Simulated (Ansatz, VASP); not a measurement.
Two plane-wave programs on Al3Cu2

```xyz
5
Lattice="4.0920 0.0000 0.0000 -2.0460 3.5437 0.0000 0.0000 0.0000 4.9928" Properties=species:S:1:pos:R:3 pbc="T T T"
Al    0.0000    0.0000    0.0000
Al    0.0000    2.3625    1.7471
Al    2.0460    1.1812    3.2457
Cu    0.0000    2.3625    4.1915
Cu    2.0460    1.1812    0.8013
```

Alike in both runs: task single point; functional PBEsol; k mesh 3 × 3 × 2; occupations gaussian, width 0.1 eV; no spin polarisation.

```csv
,VASP,Ansatz
version,VASP 6.6.1,Ansatz 0.2.0
potentials or method,"VASP PAW PBE potentials, release 64 (Al, Cu), cutoff 520 eV","scalar-relativistic, plane waves, PAW"
valence electrons in the cell,31,47
```

|  | VASP | Ansatz | Ansatz less VASP |
| --- | --- | --- | --- |
| gap on the k mesh at the Fermi level (eV) | none | none | - |
| pressure (GPa) | 1.3 | 0.8 | -0.41 |
| traceless stress, the component that is largest in VASP (GPa) | -3.88 | -3.73 | +0.152 |
| rms of the force components (eV/Å) | 0.021 | 0.016 | -0.0048 |

VASP's potentials were made for PBE, not for PBEsol. Atom by atom the forces differ by 0.005 eV/Å (rms over components). A gap of «none» marks a metal or a gap that the smearing closes. With one functional, cell and mesh, what is left measures potentials, basis and numerics. VASP's potentials hold 31 valence electrons a cell and Ansatz's 47, so a difference there can come from the potentials and not from the codes.

The k mesh is coarse, so the values compare programs but aren't converged.
